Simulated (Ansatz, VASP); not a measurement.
## LiBr in VASP and in Ansatz

Contents of INCAR:

```
PREC = Accurate
ENCUT = 750
EDIFF = 1E-6
ISMEAR = 0
SIGMA = 0.05
LREAL = F
LASPH = T
NELM = 120
ALGO = Normal
ISIF = 2
LWAVE = F
LCHARG = F
NBANDS = 12
GGA_COMPAT = F
```

The input KPOINTS:

```
Automatic mesh
0
Gamma
  8 8 8
```

POSCAR

```
LiBr
1.0
    0.0000000000      2.7445000000      2.7445000000
    2.7445000000      0.0000000000      2.7445000000
    2.7445000000      2.7445000000      0.0000000000
Li Br
1 1
Direct
    0.0000000000      0.0000000000      0.0000000000
    0.5000000000      0.5000000000      0.5000000000
```

Input for Ansatz:

```yaml
crystal:
  lattice:
    - [0.0, 2.7445, 2.7445]
    - [2.7445, 0.0, 2.7445]
    - [2.7445, 2.7445, 0.0]
  atoms:
    - { symbol: Li, position: [0.0, 0.0, 0.0] }
    - { symbol: Br, position: [0.5, 0.5, 0.5] }
basis:
  ecutwfc: 420
kpoints:
  mp_grid: { grid: [8, 8, 8] }
hamiltonian:
  xc: lda
scf:
  occupations: { method: gaussian, width: 0.05 }
output:
  forces: true
  stress: true
  eigenvalues: true
```

Alike in both runs: task single point; functional LDA; k mesh 8 × 8 × 8; occupations gaussian, width 0.05 eV; no spin polarisation.

```csv
,VASP,Ansatz
version,VASP 6.6.1,Ansatz 0.2.0
potentials or method,"VASP PAW LDA potentials, release 64 (Li_sv, Br), cutoff 750 eV","scalar-relativistic, plane waves, PAW"
valence electrons in the cell,10,10
```

```tsv
	VASP	Ansatz	Ansatz less VASP
gap on the k mesh at the Fermi level (eV)	4.69	4.67	-0.016
least direct gap on the mesh (eV)	4.69	4.67	-0.016
pressure (GPa)	-2.7	-2.7	+0.03
```

LDA's correlation is that of Perdew and Zunger in VASP and of Perdew and Wang (1992) in Ansatz.
